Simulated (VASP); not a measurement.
A run of VASP 6.6.1:

File POSCAR:

```
AlCu
1.0
    2.9975090000      0.0037468862      0.0000000000
    0.0037468862      2.9975090000      0.0000000000
    0.0000000000      0.0000000000      2.9975090000
Al Cu
1 1
Direct
    0.0000000000      0.0000000000      0.0000000000
    0.5000000000      0.5000000000      0.5000000000
```

INCAR.step1

```
SYSTEM = AlCu
PREC = Accurate
ENCUT = 520
ISMEAR = 0
SIGMA = 0.15
LREAL = .False.
LASPH = .True.
NELM = 60
NBANDS = 14
GGA = PE
ALGO = Normal
EDIFF = 1E-4
LWAVE = .True.
LCHARG = .False.
```

The input INCAR.step2:

```
SYSTEM = AlCu
PREC = Accurate
ENCUT = 520
EDIFF = 1E-7
ISMEAR = 0
SIGMA = 0.15
LREAL = .False.
LASPH = .True.
NELM = 60
ALGO = Normal
ISIF = 2
LWAVE = .False.
LCHARG = .False.
METAGGA = R2SCAN
LMIXTAU = .True.
NBANDS = 14
ISTART = 1
```

The input KPOINTS:

```
Automatic mesh
0
Gamma
  16 16 16
  0 0 0
```

Potentials or basis: VASP PAW PBE potentials, release 64 (Al, Cu).

Command:

```bash
$ cat potpaw_PBE.64/Al/POTCAR potpaw_PBE.64/Cu/POTCAR > POTCAR
$ cp INCAR.step1 INCAR
$ mpirun -np 1 vasp_std > vasp.out
$ cp INCAR.step2 INCAR
$ mpirun -np 1 vasp_std > vasp.out
```

Hardware: 1 thread of Intel Xeon 8259CL, with other jobs on the host.

Q: How long does it take, and how much memory?

A: Wall time 10 min on 1 thread of Intel Xeon 8259CL, with other jobs on the host, peak memory 0.36 GiB. Counts: k points 657.
